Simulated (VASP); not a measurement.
# SrO (P6/mmm) in VASP: further runs

The runs below take SrO through single point, relaxation of cell and atoms, with PBE.

All numbers are computed with VASP 6.6.1; they aren't measurements. Logs are shortened: lines on timing, memory, paths and dates and some standing lists are left out, and cuts for length are marked.

## 1. The cell of the first run

It takes space group P6/mmm (No. 191, hexagonal). Conventional cell: a = 3.237 Å, b = 3.237 Å, c = 7.838 Å, α = 90.00°, β = 90.00°, γ = 120.00°. Sr (site symmetry 6mm) has 6 O at 2.44 Å and 7 Sr at 3.15 to 3.24 Å within 3.3 Å. Within 2.5 Å of O (site symmetry -6m2) lie 3 O at 1.87 Å and 6 Sr at 2.44 Å.

The cell was generated, and may not be a known phase.

## 2. Single point, PBE, collinear spin, ferromagnetic start

INCAR

```
PREC = Accurate
ENCUT = 1340
EDIFF = 1E-6
ISMEAR = 0
SIGMA = 0.1
LREAL = F
LASPH = T
NELM = 200
ALGO = Normal
ISIF = 2
LWAVE = F
LCHARG = F
ISPIN = 2
MAGMOM = 0 0 1 1
LORBIT = 11
GGA = PE
NBANDS = 28
GGA_COMPAT = F
```

KPOINTS

```
Automatic mesh
0
Gamma
  6 6 2
```

POSCAR

```
SrO
1.0
    3.2368138900      0.0000000000      0.0000000000
   -1.6184069400      2.8031630500      0.0000000000
    0.0000000000      0.0000000000      7.8378640900
Sr O
2 2
Direct
    0.0000000000      0.0000000000      0.7992355400
    0.0000000000      0.0000000000      0.2007644600
    0.3333333300      0.6666666700      0.0000000000
    0.6666666700      0.3333333300      0.0000000000
```

Potentials or basis: VASP PAW PBE potentials, release 64 (Sr_sv, O_h).

Run with:

```
cat potpaw_PBE.64/Sr_sv/POTCAR potpaw_PBE.64/O_h/POTCAR > POTCAR
mpirun -np 1 vasp_std > vasp.out
```

OUTCAR:

```text
PREC = Accurate
   ENCUT = 1340
   EDIFF = 1E-6
   ISMEAR = 0
   LREAL = F
   LASPH = T
   NELM = 200
   ISIF = 2
   ISPIN = 2
   LORBIT = 11
   GGA = PE

 ion  position               nearest neighbor table
   1  0.000  0.000  0.799-   3 2.44   4 2.44   3 2.44   4 2.44   4 2.44   3 2.44   2 3.15   2 4.51
                             2 4.51   2 4.51   2 4.51   2 4.51   2 4.51   2 4.69
   2  0.000  0.000  0.201-   3 2.44   4 2.44   3 2.44   4 2.44   4 2.44   3 2.44   1 3.15   1 4.51
                             1 4.51   1 4.51   1 4.51   1 4.51   1 4.51   1 4.69
   3  0.333  0.667  0.000-   1 2.44   2 2.44   1 2.44   2 2.44   1 2.44   2 2.44
   4  0.667  0.333  0.000-   1 2.44   2 2.44   1 2.44   2 2.44   1 2.44   2 2.44

  LATTYP: Found a hexagonal cell.
 ALAT       =     3.2368138900
 C/A-ratio  =     2.4214750543

  Lattice vectors:

 A1 = (   3.2368138900,   0.0000000000,   0.0000000000)
 A2 = (  -1.6184069400,   2.8031630500,   0.0000000000)
 A3 = (   0.0000000000,   0.0000000000,   7.8378640900)

Analysis of symmetry for initial positions (statically):
=====================================================================
 Subroutine PRICEL returns:
 Original cell was already a primitive cell.

 Routine SETGRP: Setting up the symmetry group for a
 hexagonal supercell.

 Subroutine GETGRP returns: Found 24 space group operations
 (whereof 24 operations were pure point group operations)
 out of a pool of 24 trial point group operations.

The static configuration has the point symmetry D_6h.

Analysis of symmetry for dynamics (positions and initial velocities):
=====================================================================
 Subroutine PRICEL returns:
 Original cell was already a primitive cell.

 Routine SETGRP: Setting up the symmetry group for a
 hexagonal supercell.

 Subroutine GETGRP returns: Found 24 space group operations
 (whereof 24 operations were pure point group operations)
 out of a pool of 24 trial point group operations.

The dynamic configuration has the point symmetry D_6h.

Analysis of structural, dynamic, and magnetic symmetry:
=====================================================================
 Subroutine PRICEL returns:
 Original cell was already a primitive cell.

 Routine SETGRP: Setting up the symmetry group for a
 hexagonal supercell.

 Subroutine GETGRP returns: Found 24 space group operations
 (whereof 24 operations were pure point group operations)
 out of a pool of 24 trial point group operations.

[... 121 lines left out ...]
   IVDW    =     0    specifies the selected vdW correction
   LEPSILON=     F    determine dielectric tensor
   LRPA    =     F    only Hartree local field effects (RPA)
 spin polarized calculation
 Gauss-broadening in eV      SIGMA  =   0.10
  energy-cutoff  :     1340.00
  volume of cell :       71.12
 maximum number of plane-waves:      7957
 NGX is ok and might be reduce to    40
   NGX = 19   NGY = 19   NGZ = 47

 number of electron      32.0000000 magnetization       0.0001506

 number of electron      32.0000000 magnetization      -0.0000868

 Free energy of the ion-electron system (eV)
  ---------------------------------------------------
  ext. energy  EPLUGINS =         0.00000000
  ---------------------------------------------------
  free energy    TOTEN  =       -13.98956537 eV

  energy without entropy =      -13.98571792  energy(sigma->0) =      -13.98764165

 E-fermi :   4.9667     XC(G=0):  -9.7740

 val. band max:        4.8436497263   @ k =   0.1667   0.1667   0.5000
 cond. band min:       5.0910543301   @ k =   0.5000   0.0000   0.0000
 fundamental gap:      0.2474046038
 Fermi energy:         4.9666589800

 spin component 1

 k-point     1 :       0.0000    0.0000    0.0000
  band No.  band energies     occupation
      1     -31.1400      1.00000
      2     -30.9921      1.00000
      3     -18.0642      1.00000
      4     -12.8241      1.00000
      5     -12.3692      1.00000
      6     -12.3692      1.00000
[... 423 lines left out ...]
     27      13.6010      0.00000
     28      14.3423      0.00000
 Fermi energy:         4.9666589800

 spin component 2

 k-point     1 :       0.0000    0.0000    0.0000
  band No.  band energies     occupation
      1     -31.1400      1.00000
      2     -30.9921      1.00000
      3     -18.0642      1.00000
      4     -12.8241      1.00000
      5     -12.3692      1.00000
      6     -12.3692      1.00000
[... 423 lines left out ...]
     27      13.6010      0.00000
     28      14.3423      0.00000

------------------------ aborting loop because EDIFF is reached ----------------------------------------

  FORCE on cell =-STRESS in cart. coord.  units (eV):
  Direction    XX          YY          ZZ          XY          YZ          ZX
  --------------------------------------------------------------------------------------
  -------------------------------------------------------------------------------------
  Total       22.6078448     22.6078447     -0.4909816      0.0000000     -0.0000000      0.0000000
  in kB      509.3378228    509.3378206    -11.0614475      0.0000009     -0.0000000      0.0000000
  external PRESSURE =     335.8713986 kB  Pullay stress =       0.0000000 kB

 VOLUME and BASIS-vectors are now :
 -----------------------------------------------------------------------------
  energy-cutoff  :     1340.00
  volume of cell :       71.12
      direct lattice vectors                 reciprocal lattice vectors
     3.236813890  0.000000000  0.000000000     0.308945782  0.178369931  0.000000000
    -1.618406940  2.803163050  0.000000000     0.000000000  0.356739862  0.000000000
     0.000000000  0.000000000  7.837864090     0.000000000  0.000000000  0.127585780

 POSITION                                       TOTAL-FORCE (eV/Angst)
 -----------------------------------------------------------------------------------
      0.00000      0.00000      6.26430         0.000000     -0.000000     -0.576267
      0.00000      0.00000      1.57356        -0.000000      0.000000      0.576267
     -0.00000      1.86878      0.00000         0.000000     -0.000000      0.000000
      1.61841      0.93439      0.00000        -0.000000      0.000000     -0.000000
 -----------------------------------------------------------------------------------
    total drift:                                0.000000     -0.000000     -0.000000

  FREE ENERGIE OF THE ION-ELECTRON SYSTEM (eV)
  ---------------------------------------------------
  free  energy   TOTEN  =       -13.9895653744 eV

  energy  without entropy=      -13.9857179162  energy(sigma->0) =      -13.98764165

 total charge

# of ion       s       p       d       tot
------------------------------------------
    1        2.041   5.790   0.417   8.248
    2        2.041   5.790   0.417   8.248
    3        1.104   2.262   0.000   3.366
    4        1.104   2.262   0.000   3.366
--------------------------------------------------
tot          6.290  16.103   0.834  23.227

 magnetization (x)

# of ion       s       p       d       tot
------------------------------------------
    1       -0.000  -0.000   0.000   0.000
    2       -0.000  -0.000   0.000   0.000
    3       -0.000  -0.000   0.000  -0.000
    4       -0.000  -0.000   0.000  -0.000
--------------------------------------------------
tot         -0.000  -0.000   0.000  -0.000
```

OSZICAR:

```text
N       E                     dE             d eps       ncg     rms          rms(c)
DAV:   1     0.331333676344E+03    0.33133E+03   -0.26850E+04  1568   0.221E+03
DAV:   2     0.178024551455E+02   -0.31353E+03   -0.27833E+03  1960   0.397E+02
DAV:   3    -0.210052987885E+02   -0.38808E+02   -0.36709E+02  2268   0.106E+02
DAV:   4    -0.227124068483E+02   -0.17071E+01   -0.17022E+01  2212   0.182E+01
[... 11 lines left out ...]
DAV:  16    -0.139895824349E+02    0.47559E-04   -0.41916E-05  2180   0.358E-02    0.608E-02
DAV:  17    -0.139895708187E+02    0.11616E-04   -0.82086E-06  1936   0.168E-02    0.350E-02
DAV:  18    -0.139895651371E+02    0.56816E-05   -0.75698E-06  1816   0.161E-02    0.440E-03
DAV:  19    -0.139895653744E+02   -0.23734E-06   -0.10797E-06  1608   0.543E-03
   1 F= -.13989565E+02 E0= -.13987642E+02  d E =-.384746E-02  mag=    -0.0000
```

Run time: 9.9 min. Hardware: 1 thread of AMD EPYC, shared host; peak memory 0.56 GiB.

Results:

| Item | Value |
| --- | --- |
| Free energy | -13.9896 eV |
| Pressure | 33.6 GPa |
| Largest force | 0.576 eV/Å |
| Band gap on the k mesh | zero (filled and empty bands overlap) |
| Net moment | 0.00 μB per cell |
| Valence electrons inside the program's atomic spheres | Sr 8.25; O 3.37 |

Forces in eV/Å, atoms in the order of the input:
```
Sr   0.000  0.000 -0.576
Sr   0.000  0.000  0.576
O    0.000  0.000  0.000
O    0.000  0.000  0.000
```

Stress tensor (GPa, compression positive):
```
50.93  0.00  0.00
 0.00 50.93  0.00
 0.00  0.00 -1.11
```

Caveat: the k points lie up to 0.40 Å⁻¹ apart, too coarse for converged energies and pressures of a metal.

## 3. Relaxation of cell and atoms, PBE

This run uses another cell than the first one, of 24.41 Å³/atom.

INCAR

```
PREC = Accurate
ENCUT = 600
EDIFF = 1E-6
ISMEAR = 0
SIGMA = 0.1
LREAL = F
LASPH = T
NELM = 100
ALGO = Fast
ISIF = 3
LWAVE = F
LCHARG = F
GGA = PE
IBRION = 2
NSW = 100
EDIFFG = -0.01
```

KPOINTS

```
regular mesh
0
Gamma
  12 12 6
```

POSCAR

```
SrO
1.0
    3.9412472974      0.0000000000      0.0000000000
   -1.9706236487      3.4132202822      0.0000000000
    0.0000000000      0.0000000000      7.2577164436
Sr O
2 2
Direct
    0.0000000000      0.0000000000      0.8064860410
    0.0000000000      0.0000000000      0.1935139590
    0.3333333333      0.6666666667      0.0000000000
    0.6666666667      0.3333333333      0.0000000000
```

Potentials or basis: VASP PAW PBE potentials, release 64 (Sr_sv, O).

Run with:

```
cat potpaw_PBE.64/Sr_sv/POTCAR potpaw_PBE.64/O/POTCAR > POTCAR
mpirun -np 1 vasp_std > vasp.out
```

OUTCAR:

```text
PREC = Accurate
   ENCUT = 600
   EDIFF = 1E-6
   ISMEAR = 0
   LREAL = F
   LASPH = T
   NELM = 100
   ISIF = 3
   GGA = PE
   IBRION = 2
   NSW = 100
   EDIFFG = -0.01

 ion  position               nearest neighbor table
   1  0.000  0.000  0.806-   3 2.67   4 2.67   4 2.67   3 2.67   4 2.67   3 2.67   2 2.81   2 4.45
                             2 4.84   2 4.84   2 4.84   2 4.84   2 4.84   2 4.84
   2  0.000  0.000  0.194-   3 2.67   4 2.67   4 2.67   3 2.67   4 2.67   3 2.67   1 2.81   1 4.45
                             1 4.84   1 4.84   1 4.84   1 4.84   1 4.84   1 4.84
   3  0.333  0.667  0.000-   1 2.67   2 2.67   1 2.67   2 2.67   1 2.67   2 2.67
   4  0.667  0.333  0.000-   1 2.67   2 2.67   1 2.67   2 2.67   1 2.67   2 2.67

  LATTYP: Found a hexagonal cell.
 ALAT       =     3.9412472974
 C/A-ratio  =     1.8414770493

  Lattice vectors:

[... 419 lines left out ...]
  free energy    TOTEN  =       -18.35094918 eV

  energy without entropy =      -18.33536741  energy(sigma->0) =      -18.34315830

 E-fermi :   2.1170     XC(G=0):  -8.4529

 val. band max:        2.1155952507   @ k =   0.4167   0.0000   0.1667
 cond. band min:       2.1170178954   @ k =   0.4167   0.0000   0.3333
 fundamental gap:      0.0014226447
 Fermi energy:         2.1169698704

 k-point     1 :       0.0000    0.0000    0.0000
  band No.  band energies     occupation
      1     -33.2963      2.00000
      2     -33.0452      2.00000
      3     -17.0566      2.00000
      4     -15.0802      2.00000
      5     -15.0802      2.00000
      6     -14.8462      2.00000
[... 541 lines left out ...]
     19       4.8914      0.00000
     20       5.3145      0.00000

 [... further k-points ...]

------------------------ aborting loop because EDIFF is reached ----------------------------------------

  FORCE on cell =-STRESS in cart. coord.  units (eV):
  Direction    XX          YY          ZZ          XY          YZ          ZX
  --------------------------------------------------------------------------------------
  -------------------------------------------------------------------------------------
  Total       -0.0207497     -0.0207497      0.0277766      0.0000000      0.0000000      0.0000000
  in kB       -0.3423965     -0.3423965      0.4583495      0.0000000      0.0000000      0.0000000
  external PRESSURE =      -0.0754812 kB  Pullay stress =       0.0000000 kB
[... 19 lines left out ...]
  FREE ENERGIE OF THE ION-ELECTRON SYSTEM (eV)
  ---------------------------------------------------
  free  energy   TOTEN  =       -18.3509491843 eV

  energy  without entropy=      -18.3353674135  energy(sigma->0) =      -18.34315830

 reached required accuracy - stopping structural energy minimisation
```

OSZICAR:

```text
N       E                     dE             d eps       ncg     rms          rms(c)
DAV:   1     0.235776583640E+03    0.23578E+03   -0.17415E+04  3040   0.162E+03
DAV:   2    -0.729208921478E+01   -0.24307E+03   -0.22978E+03  3992   0.339E+02
DAV:   3    -0.276146988806E+02   -0.20323E+02   -0.20193E+02  4848   0.912E+01
[... 79 lines left out ...]
RMM:   4    -0.183509383298E+02    0.52987E-05   -0.91884E-04  3482   0.158E-01    0.722E-02
RMM:   5    -0.183509474703E+02   -0.91406E-05   -0.18434E-04  4219   0.588E-02    0.593E-02
RMM:   6    -0.183509414987E+02    0.59717E-05   -0.44430E-05  3873   0.343E-02    0.271E-02
RMM:   7    -0.183509475185E+02   -0.60198E-05   -0.29620E-05  3880   0.292E-02    0.751E-03
RMM:   8    -0.183509488430E+02   -0.13245E-05   -0.11192E-05  3253   0.153E-02    0.639E-03
RMM:   9    -0.183509491843E+02   -0.34127E-06   -0.54745E-06  2604   0.996E-03
   7 F= -.18350949E+02 E0= -.18343158E+02  d E =-.134178E-03
```

CONTCAR:

```text
SrO
   1.00000000000000
     3.9468400365180987    0.0000000000000000   -0.0000000000000000
    -1.9734200182590493    3.4180637363532447    0.0000000000000000
    -0.0000000000000000   -0.0000000000000000    7.1971928145143567
  Sr              O
     2     2
Direct
     1.0000000000000000    1.0000000000000000    0.8040366509205439
     0.0000000000000000    0.0000000000000000    0.1959633490794560
     0.3333333332999970    0.6666666667000030    0.0000000000000000
     0.6666666667000030    0.3333333332999970    0.0000000000000000

  0.00000000E+00  0.00000000E+00  0.00000000E+00
  0.00000000E+00  0.00000000E+00  0.00000000E+00
  0.00000000E+00  0.00000000E+00  0.00000000E+00
  0.00000000E+00  0.00000000E+00  0.00000000E+00
```

It took 18 min on 1 thread of Oxide Virtual Turin-like, shared host; peak memory 0.33 GiB.

What came out:

| Property | Result |
| --- | --- |
| Free energy | -18.3509 eV |
| Relaxed volume | 24.27 Å³/atom |
| Relaxed cell | a = 3.947 Å, b = 3.947 Å, c = 7.197 Å, α = 90.00°, β = 90.00°, γ = 120.00° |
| Space group after relaxing (to 0.1 Å) | P6/mmm (No. 191) |
| Energy gained by relaxing | 0.4 meV/atom |
| Ionic steps | 7 |
| Pressure after relaxing | 0.0 GPa |
| Largest force after relaxing | 0.007 eV/Å |
| Band gap on the k mesh | zero (bands 16 and 17 overlap by 1.75 eV) |

Forces on the atoms (eV/Å):
```
Sr   0.000  0.000 -0.007
Sr   0.000  0.000  0.007
O    0.000  0.000  0.000
O    0.000  0.000  0.000
```

Stress tensor (GPa, compression positive):
```
-0.03  0.00  0.00
 0.00 -0.03  0.00
 0.00  0.00  0.05
```

The path:
| step | energy change (eV) | largest force (eV/Å) | pressure (GPa) | volume (Å³) |
| --- | --- | --- | --- | --- |
| 1 | 0.0000 | 0.0924 | 0.19 | 97.63 |
| 2 | -0.0008 | 0.0293 | -0.11 | 98.04 |
| 3 | -0.0008 | 0.0232 | -0.12 | 98.07 |
| 4 | -0.0011 | 0.0274 | -0.10 | 97.89 |
| 5 | -0.0016 | 0.0367 | -0.01 | 97.35 |
| 6 | -0.0016 | 0.0381 | 0.04 | 97.21 |
| 7 | -0.0018 | 0.0070 | -0.01 | 97.09 |

Final structure:
```cif
data_structure
_symmetry_space_group_name_H-M 'P 1'
_symmetry_Int_Tables_number 1
_cell_length_a 3.9468
_cell_length_b 3.9468
_cell_length_c 7.1972
_cell_angle_alpha 90.000
_cell_angle_beta 90.000
_cell_angle_gamma 120.000
_cell_volume 97.09
loop_
_atom_site_label
_atom_site_type_symbol
_atom_site_fract_x
_atom_site_fract_y
_atom_site_fract_z
_atom_site_occupancy
Sr1 Sr 0.00000 0.00000 0.80404 1
Sr2 Sr 0.00000 0.00000 0.19596 1
O1 O 0.33333 0.66667 0.00000 1
O2 O 0.66667 0.33333 0.00000 1
```

## 4. Relaxation of cell and atoms, PBE

This run uses another cell than the first one, of 24.28 Å³/atom.

INCAR

```
SYSTEM = SrO
PREC = Accurate
ENCUT = 600
EDIFF = 1E-7
ISMEAR = 0
SIGMA = 0.1
LREAL = .FALSE.
LASPH = .TRUE.
NELM = 100
ALGO = Fast
ISIF = 3
LWAVE = .FALSE.
LCHARG = .FALSE.
GGA = PE
IBRION = 2
NSW = 100
EDIFFG = -0.01
```

KPOINTS

```
regular mesh
0
G
  12 12 8
  0 0 0
```

POSCAR

```
SrO
1.0
    3.9426612778      0.0000000000      0.0000000000
   -1.9713306389      3.4144448251      0.0000000000
    0.0000000000      0.0000000000      7.2129608148
Sr O
2 2
Direct
    0.0000000000      0.0000000000      0.8054037918
    0.0000000000      0.0000000000      0.1945962082
    0.3333333333      0.6666666667      0.0000000000
    0.6666666667      0.3333333333      0.0000000000
```

Run with:

```
cat potpaw_PBE.64/Sr_sv/POTCAR potpaw_PBE.64/O/POTCAR > POTCAR
mpirun -np 1 vasp_std > vasp.out
```

Run time: 14 min. Hardware: 1 thread of Oxide Virtual Turin-like, shared host; peak memory 0.37 GiB.

Results (log left out):

* Free energy: -18.3505 eV
* Relaxed volume: 24.32 Å³/atom
* Relaxed cell: a = 3.946 Å, b = 3.946 Å, c = 7.212 Å, α = 90.00°, β = 90.00°, γ = 120.00°
* Space group after relaxing (to 0.1 Å): P6/mmm (No. 191)
* Energy gained by relaxing: 0.2 meV/atom
* Ionic steps: 5
* Pressure after relaxing: 0.0 GPa
* Largest force after relaxing: 0.006 eV/Å
* Band gap on the k mesh: zero (bands 16 and 17 overlap by 1.75 eV)

Forces on the atoms (eV/Å):
```
Sr   0.000  0.000 -0.006
Sr   0.000  0.000  0.006
O    0.000  0.000  0.000
O    0.000  0.000  0.000
```

The path:
| step | energy change (eV) | largest force (eV/Å) | pressure (GPa) | volume (Å³) |
| --- | --- | --- | --- | --- |
| 1 | 0.0000 | 0.0954 | 0.25 | 97.10 |
| 2 | -0.0006 | 0.0061 | -0.12 | 97.64 |
| 3 | -0.0007 | 0.0169 | -0.04 | 97.51 |
| 4 | -0.0007 | 0.0146 | -0.03 | 97.45 |
| 5 | -0.0008 | 0.0065 | -0.01 | 97.27 |

Final structure:
```
CELL_PARAMETERS angstrom
3.94629 0.00000 0.00000
-1.97315 3.41759 0.00000
0.00000 0.00000 7.21195
ATOMIC_POSITIONS crystal
Sr 0.00000 0.00000 0.80441
Sr 0.00000 0.00000 0.19559
O 0.33333 0.66667 0.00000
O 0.66667 0.33333 0.00000
```

Levels at points of the mesh, in eV from the Fermi level:
```tsv
k point	band 13	band 14	band 15	band 16	band 17	band 18	band 19	band 20
(0.00, 0.00, 0.00)	-3.94	-1.72	-1.21	-1.02	-1.02	1.96	2.91	4.41
(0.50, 0.00, 0.00)	-2.70	-2.58	-0.83	0.08	0.65	1.08	2.59	3.61
(0.00, 0.00, 0.50)	-3.94	-1.22	-1.00	-1.00	-0.99	1.11	3.59	4.25
(0.50, 0.00, 0.50)	-2.73	-2.58	-0.79	0.08	0.81	1.66	2.85	2.95
```

## 5. Summary

| task | potentials or basis | spin | cell | k mesh | cutoff (eV) | gap on the mesh (eV) | pressure (GPa) | relaxed volume (Å³/atom) | largest force (eV/Å) |
| --- | --- | --- | --- | --- | --- | --- | --- | --- | --- |
| single point | VASP PAW PBE potentials, release 64 (Sr_sv, O_h) | collinear, ferromagnetic start | a = 3.237, b = 3.237, c = 7.838 Å, angles 90.0, 90.0, 120.0°, 4 atoms, atomic positions A | 6 × 6 × 2 | 1340 | none | 33.6 | - | 0.58 |
| relaxation of cell and atoms | VASP PAW PBE potentials, release 64 (Sr_sv, O) | off | relaxed from a = 3.941, b = 3.941, c = 7.258 Å, angles 90.0, 90.0, 120.0°, 4 atoms, atomic positions B | 12 × 12 × 6 | 600 | none | 0.0 | 24.27 | 0.01 |
| relaxation of cell and atoms | VASP PAW PBE potentials, release 64 (Sr_sv, O) | off | relaxed from a = 3.943, b = 3.943, c = 7.213 Å, angles 90.0, 90.0, 120.0°, 4 atoms, atomic positions C | 12 × 12 × 8 | 600 | none | 0.0 | 24.32 | 0.01 |

Alike in all rows: level PBE; smearing gaussian 0.1 eV.

Caveats: some runs use coarse meshes.

Total energies depend on the potentials used, so only differences within one code and one set of settings carry meaning.

The gap in the log of VASP goes by the Fermi energy; the results here count the filled bands.